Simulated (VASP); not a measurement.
# AlGa15N16 (a cell with a defect) in VASP: single point with PBE

Aim: the single point of AlGa15N16 (a cell with a defect) with PBE.

Everything below comes from runs of VASP 6.6.1. Logs are shortened: lines on timing, memory, paths and dates and some standing lists are left out, and cuts for length are marked.

### 1 The cell of the first run

The cell holds a defect, 32 atoms: a = 7.878 Å, b = 7.878 Å, c = 7.878 Å, α = 109.47°, β = 109.47°, γ = 109.47°.

### 2 Single point, PBE, collinear spin

File INCAR:

```
SYSTEM = AlGa15N16
PREC = Accurate ; ENCUT = 520
EDIFF = 1E-6 ; ISMEAR = 0
SIGMA = 0.01 ; LREAL = Auto
LASPH = .True. ; NELM = 150
ALGO = Normal ; ISIF = 2
LWAVE = .False. ; LCHARG = .False.
ISPIN = 2 ; MAGMOM = 0.2 0 0 0 0 0 0 0 0 0 0 0 0 0 0 0 0.2 0 0 0 0 0 0 0 0 0.2 0 0.2 0 0 0 0.2
LORBIT = 11 ; GGA = PE
NELECT = 279.0 ; NBANDS = 165
```

File KPOINTS:

```
Automatic mesh
0
Gamma
  2 2 2
  0.5 0.5 0.5
```

File POSCAR:

```
AlGa15N16
1.0
    4.5484769843      4.5484769843     -4.5484769843
   -4.5484769843     -4.5484769843     -4.5484769843
   -4.5484769843      4.5484769843      4.5484769843
Al Ga N
1 15 16
Direct
    0.2500000000      0.0000000000      0.7500000000
    0.4992702620      0.7509171230      0.7500000000
    0.7500000000      0.5000000000      0.7500000000
    0.7500000000      0.0000000000      0.2500000000
    0.0009171230      1.0000000000     -0.0007297380
    0.2500000000      0.7509171230     -0.0007297380
    0.4990828770      0.4983531390     -0.0009171230
    0.7483531390      0.2490828770     -0.0009171230
    0.0009171230      0.2492702620      0.7500000000
    0.4992702620      0.0000000000      0.5009171230
    0.7516468610      0.7507297380      0.5007297380
    0.0007297380      0.7507297380      0.2516468610
    0.2500000000      0.5000000000      0.2500000000
    0.4990828770      0.2490828770      0.2483531390
    0.0007297380      0.5016468610      0.5007297380
    0.2500000000      0.2492702620      0.5009171230
    0.2500000000      0.0000000000     -0.0077175537
    0.4997160856      0.7491755425     -0.0002839144
    0.7505405432      0.5005405432      0.0008244575
    0.7494594568      0.0000000000      0.5002839144
    0.0002839144      0.0000000000      0.2494594568
    0.2500000000      0.7502839144      0.2494594568
    0.5008244575      0.5005405432      0.2505405432
    0.7505405432      0.2508244575      0.2505405432
   -0.0008244575      0.2497160856     -0.0002839144
    0.4922824463      0.0000000000      0.7500000000
    0.7494594568      0.7502839144      0.7500000000
    0.0077175537      0.7577175537      0.5077175537
    0.2500000000      0.4994594568      0.5002839144
    0.4997160856      0.2497160856      0.4991755425
    0.0002839144      0.4994594568      0.7500000000
    0.2500000000      0.2422824463      0.7500000000
```

Potentials or basis: VASP PAW PBE potentials, release 64 (Al, Ga_d, N).

Launch:

```bash
$ cat potpaw_PBE.64/Al/POTCAR potpaw_PBE.64/Ga_d/POTCAR potpaw_PBE.64/N/POTCAR > POTCAR
$ mpirun -np 1 vasp_std > vasp.out
```

OUTCAR:

```text
SYSTEM = AlGa15N16
   PREC = Accurate
   ENCUT = 520
   EDIFF = 1E-6
   ISMEAR = 0
   LREAL = Auto
   LASPH = .True.
   NELM = 150
   ISIF = 2
   ISPIN = 2
   LORBIT = 11
   GGA = PE
   NELECT = 279.0

 ion  position               nearest neighbor table
   1  0.250  0.000  0.750-  17 1.91  26 1.91  28 1.91  32 1.91
   2  0.499  0.751  0.750-  18 1.97  29 1.97  27 1.97  26 1.98
   3  0.750  0.500  0.750-  19 1.97  30 1.97  27 1.97  31 1.97
   4  0.750  0.000  0.250-  24 1.97  18 1.97  21 1.97  20 1.97
   5  0.001  0.000  0.999-  25 1.97  27 1.97  21 1.97  17 1.98
   6  0.250  0.751  0.999-  18 1.97  31 1.97  22 1.97  17 1.98
[... 24 lines left out ...]
  31  0.000  0.499  0.750-   6 1.97  15 1.97   9 1.97   3 1.97
  32  0.250  0.242  0.750-   1 1.91   7 1.98   9 1.98  16 1.98

  LATTYP: Found a body centered cubic cell.
 ALAT       =     9.0969539686

  Lattice vectors:

 A1 = (   4.5484769843,   4.5484769843,  -4.5484769843)
 A2 = (  -4.5484769843,  -4.5484769843,  -4.5484769843)
 A3 = (  -4.5484769843,   4.5484769843,   4.5484769843)

Analysis of symmetry for initial positions (statically):
=====================================================================
 Subroutine PRICEL returns:
 Original cell was already a primitive cell.

 Routine SETGRP: Setting up the symmetry group for a
 body centered cubic supercell.

 Subroutine GETGRP returns: Found 24 space group operations
 (whereof  2 operations were pure point group operations)
 out of a pool of 48 trial point group operations.

The static configuration has the point symmetry C_1h.
 The point group associated with its full space group is T_d .

Analysis of symmetry for dynamics (positions and initial velocities):
=====================================================================
 Subroutine PRICEL returns:
 Original cell was already a primitive cell.

 Routine SETGRP: Setting up the symmetry group for a
 body centered cubic supercell.

 Subroutine GETGRP returns: Found 24 space group operations
 (whereof  2 operations were pure point group operations)
 out of a pool of 48 trial point group operations.

The dynamic configuration has the point symmetry C_1h.
 The point group associated with its full space group is T_d .

Analysis of structural, dynamic, and magnetic symmetry:
=====================================================================
 Subroutine PRICEL returns:
 Original cell was already a primitive cell.

 Routine SETGRP: Setting up the symmetry group for a
 body centered cubic supercell.

 Subroutine GETGRP returns: Found 24 space group operations
 (whereof  2 operations were pure point group operations)
 out of a pool of 48 trial point group operations.

The overall configuration has the point symmetry C_1h.
 The point group associated with its full space group is T_d .

 Subroutine INISYM returns: Found 24 space group operations
 (whereof  2 operations are pure point group operations),
 and found     1 'primitive' translations

----------------------------------------------------------------------------------------

                                     Primitive cell

  volume of cell :     376.4073

  direct lattice vectors                    reciprocal lattice vectors
     4.548476984  4.548476984 -4.548476984     0.000000000  0.109926906 -0.109926906
    -4.548476984 -4.548476984 -4.548476984    -0.109926906  0.000000000 -0.109926906
    -4.548476984  4.548476984  4.548476984    -0.109926906  0.109926906  0.000000000

  length of vectors
     7.878193234  7.878193234  7.878193234     0.155460121  0.155460121  0.155460121

  position of ions in fractional coordinates (direct lattice)
     0.250000000  0.000000000  0.750000000
     0.499270262  0.750917123  0.750000000
     0.750000000  0.500000000  0.750000000
     0.750000000  0.000000000  0.250000000
     0.000917123  0.000000000  0.999270262
     0.250000000  0.750917123  0.999270262
[... 24 lines left out ...]
     0.000283914  0.499459457  0.750000000
     0.250000000  0.242282446  0.750000000

  ion indices of the primitive-cell ions
   primitive index   ion index
                 1           1
                 2           2
                 3           3
                 4           4
[... 61 lines left out ...]
   total plane-waves  NPLWV = 216000
   dimension x,y,z NGX =    60 NGY =   60 NGZ =   60
   dimension x,y,z NGXF=   120 NGYF=  120 NGZF=  120
   ions per type =               1  15  16
   NGX,Y,Z   is equivalent  to a cutoff of  12.66, 12.66, 12.66 a.u.
   NGXF,Y,Z  is equivalent  to a cutoff of  25.32, 25.32, 25.32 a.u.
 SYSTEM =  AlGa15N16
   PREC   = accura    normal or accurate (medium, high low for compatibility)
   ISTART =      0    job   : 0-new  1-cont  2-samecut
   ICHARG =      2    charge: 1-file 2-atom 10-const
   ISPIN  =      2    spin polarized calculation?
   LNONCOLLINEAR =      F non collinear calculations
   LSORBIT =      F    spin-orbit coupling
   LASPH  =      T    aspherical Exc in radial PAW
   ENCUT  =  520.0 eV  38.22 Ry    6.18 a.u.  14.65 14.65 14.65*2*pi/ulx,y,z
   NELM   =    150;   NELMIN=  2; NELMDL= -5     # of ELM steps
   EDIFF  = 0.1E-05   stopping-criterion for ELM
   LREAL  =      T    real-space projection
   EDIFFG = 0.1E-04   stopping-criterion for IOM
   NSW    =      0    number of steps for IOM
   IBRION =     -1    ionic relax: 0-MD 1-quasi-New 2-CG
   NFREE  =      0    steps in history (QN), initial steepest desc. (CG)
   ISIF   =      2    stress and relaxation
   ISYM   =      2    0-nonsym 1-usesym 2-fastsym
   POTIM  = 0.5000    time-step for ionic-motion
   TEBEG  =    0.0;   TEEND  =   0.0 temperature during run
   PSTRESS=    0.0 pullay stress
   NELECT =     279.0000    total number of electrons
   NUPDOWN=      -1.0000    fix difference up-down
   EMIN   =  10.00;   EMAX   =-10.00  energy-range for DOS
   EFERMI =   0.00;   METHOD = LEGACY
   ISMEAR =     0;   SIGMA  =   0.01  broadening in eV -4-tet -1-fermi 0-gaus
   EFERMI_NEDOS =   21; number of points for ismear=-14 and -15
   IALGO  =     38    algorithm
   IMIX   =      4    mixing-type and parameters
     AMIX     =   0.40;   BMIX     =  1.00
     AMIX_MAG =   1.60;   BMIX_MAG =  1.00
  volume/ion in A,a.u.               =      11.76        79.38
  Fermi-wavevector in a.u.,A,eV,Ry     =   1.481575  2.799770 29.865655  2.195064
  Thomas-Fermi vector in A             =   2.595468
   LORBIT       =     11    0 simple, 1 ext, 2 COOP (PROOUT), +10 PAW based schemes
   GGA     = PE    functional components
   LHFCALC =     F    Hartree Fock is set to
   AEXX    =    0.0000 exact exchange contribution
   IVDW    =     0    specifies the selected vdW correction
   LEPSILON=     F    determine dielectric tensor
   LRPA    =     F    only Hartree local field effects (RPA)
 spin polarized calculation
 Gauss-broadening in eV      SIGMA  =   0.01
  energy-cutoff  :      520.00
  volume of cell :      376.41
 maximum number of plane-waves:     10168
 NGX is ok and might be reduce to    60
   NGX = 29   NGY = 29   NGZ = 29

 number of electron     279.0000250 magnetization       0.5000055

 Free energy of the ion-electron system (eV)
  ---------------------------------------------------
  ext. energy  EPLUGINS =         0.00000000
  ---------------------------------------------------
  free energy    TOTEN  =      -189.05334855 eV

  energy without entropy =     -189.05142027  energy(sigma->0) =     -189.05238441

 E-fermi :   8.1299     XC(G=0): -11.5010

 val. band max:        8.0883397394   @ k =  -0.2500   0.2500   0.2500
 cond. band min:       8.1329749080   @ k =  -0.2500   0.2500   0.2500
 fundamental gap:      0.0446351686
 Fermi energy:         8.1299292061

 spin component 1

 k-point     1 :       0.2500    0.2500    0.2500
  band No.  band energies     occupation
      1     -10.1480      1.00000
      2     -10.1480      1.00000
      3     -10.1480      1.00000
      4     -10.1207      1.00000
      5      -9.7687      1.00000
      6      -9.7687      1.00000
[... 297 lines left out ...]
    150      10.2615      0.00000
    151      10.5052      0.00000
 Fermi energy:         8.1299292061

 spin component 2

 k-point     1 :       0.2500    0.2500    0.2500
  band No.  band energies     occupation
      1     -10.1269      1.00000
      2     -10.1269      1.00000
      3     -10.1269      1.00000
      4     -10.1005      1.00000
      5      -9.7540      1.00000
      6      -9.7540      1.00000
[... 297 lines left out ...]
    150      10.2888      0.00000
    151      10.5366      0.00000
 [bands above 151 left out]

------------------------ aborting loop because EDIFF is reached ----------------------------------------

  FORCE on cell =-STRESS in cart. coord.  units (eV):
  Direction    XX          YY          ZZ          XY          YZ          ZX
  --------------------------------------------------------------------------------------
  -------------------------------------------------------------------------------------
  Total       13.6893205     13.6893205     13.6893205     -0.0000000     -0.0000000     -0.0000000
  in kB       58.2685858     58.2685858     58.2685858     -0.0000000     -0.0000000     -0.0000000
  external PRESSURE =      58.2685858 kB  Pullay stress =       0.0000000 kB

 VOLUME and BASIS-vectors are now :
 -----------------------------------------------------------------------------
  energy-cutoff  :      520.00
  volume of cell :      376.41
      direct lattice vectors                 reciprocal lattice vectors
     4.548476984  4.548476984 -4.548476984     0.000000000  0.109926906 -0.109926906
    -4.548476984 -4.548476984 -4.548476984    -0.109926906  0.000000000 -0.109926906
    -4.548476984  4.548476984  4.548476984    -0.109926906  0.109926906  0.000000000

 POSITION                                       TOTAL-FORCE (eV/Angst)
 -----------------------------------------------------------------------------------
     -2.27424      4.54848      2.27424         0.000000      0.000000     -0.000000
     -4.55597      2.26675     -2.27509         0.003185      0.003185      0.001975
     -2.27424      4.54848     -2.27424         0.000000      0.000000     -0.000000
      2.27424      4.54848     -2.27424         0.000000      0.000000     -0.000000
     -4.54099      4.54933      4.54099        -0.003185     -0.001975      0.003185
     -6.82357      2.26675     -0.00749         0.001975      0.003185      0.003185
[... 24 lines left out ...]
     -5.68185      1.14087      1.13829         0.001636      0.001636      0.000849
     -3.37625      3.44646      1.17222         0.012717      0.012717      0.012717
 -----------------------------------------------------------------------------------
    total drift:                               -0.000033      0.000033     -0.000044

  FREE ENERGIE OF THE ION-ELECTRON SYSTEM (eV)
  ---------------------------------------------------
  free  energy   TOTEN  =      -189.0533485460 eV

  energy  without entropy=     -189.0514202670  energy(sigma->0) =     -189.05238441

 total charge

# of ion       s       p       d       tot
------------------------------------------
    1        0.374   0.429   0.000   0.803
    2        0.797   0.866  10.158  11.821
    3        0.798   0.865  10.159  11.821
    4        0.798   0.865  10.159  11.821
    5        0.797   0.866  10.158  11.821
    6        0.797   0.866  10.158  11.821
[... 24 lines left out ...]
   31        1.238   2.494   0.000   3.732
   32        1.235   2.519   0.000   3.754
--------------------------------------------------
tot         32.129  53.416 152.376 237.921

 magnetization (x)

# of ion       s       p       d       tot
------------------------------------------
    1        0.001  -0.000   0.000   0.001
    2        0.005   0.001   0.000   0.005
    3        0.005   0.000   0.000   0.005
    4        0.005   0.000   0.000   0.005
    5        0.005   0.001   0.000   0.005
    6        0.005   0.001   0.000   0.005
[... 24 lines left out ...]
   31        0.007   0.009   0.000   0.016
   32        0.006   0.009   0.000   0.015
--------------------------------------------------
tot          0.183   0.150   0.001   0.334
```

Wall time 7.5 min (1 thread of Intel Xeon 6975P-C (Granite Rapids), shared host); peak memory 0.74 GiB.

What came out:

- Free energy: -189.0533 eV
- Largest force: 0.022 eV/Å
- Net moment: 0.50 μB per cell
- Valence electrons inside the program's atomic spheres: Al 0.80; Ga 11.82; N 3.75, 3.73 (each value once)

Forces in eV/Å, atoms in the order of the input:
```
Al   0.000  0.000  0.000
Ga   0.003  0.003  0.002
Ga   0.000  0.000  0.000
Ga   0.000  0.000  0.000
Ga  -0.003 -0.002  0.003
Ga   0.002  0.003  0.003
Ga  -0.003  0.002 -0.003
Ga  -0.002  0.003 -0.003
Ga  -0.003 -0.003  0.002
Ga   0.003 -0.002 -0.003
Ga  -0.002 -0.003  0.003
Ga   0.003 -0.003 -0.002
Ga   0.000  0.000  0.000
Ga  -0.003  0.003 -0.002
Ga   0.003  0.002  0.003
Ga   0.002 -0.003 -0.003
N    0.013 -0.013 -0.013
N    0.002  0.001  0.002
N   -0.002  0.002 -0.001
N   -0.002 -0.001  0.002
N    0.002 -0.001 -0.002
N    0.001 -0.002 -0.002
N   -0.001  0.002 -0.002
N   -0.002  0.001 -0.002
N   -0.001 -0.002  0.002
N   -0.013 -0.013  0.013
N   -0.002 -0.002  0.001
N   -0.013  0.013 -0.013
N    0.001  0.002  0.002
N    0.002 -0.002 -0.001
N    0.002  0.002  0.001
N    0.013  0.013  0.013
```

Levels at points of the mesh, in eV from the Fermi level:
Spin up:
| k point | band 135 | band 136 | band 137 | band 138 | band 139 | band 140 | band 141 | band 142 | band 143 | band 144 |
| --- | --- | --- | --- | --- | --- | --- | --- | --- | --- | --- |
| (0.25, 0.25, 0.25) | -3.60 | -3.60 | -3.59 | -3.59 | -3.59 | 0.73 | 0.73 | 0.73 | 0.88 | 1.98 |
Spin down:
```tsv
k point	band 135	band 136	band 137	band 138	band 139	band 140	band 141	band 142	band 143	band 144
(0.25, 0.25, 0.25)	-3.58	-3.58	-3.56	-3.56	-3.56	0.77	0.77	0.77	0.92	2.02
```

Caveat: the k points lie up to 0.49 Å⁻¹ apart; the cell carries a net charge on a neutralising background, which shifts energy and pressure; the cell is charged against a uniform background, so pressure and absolute levels hang on convention.
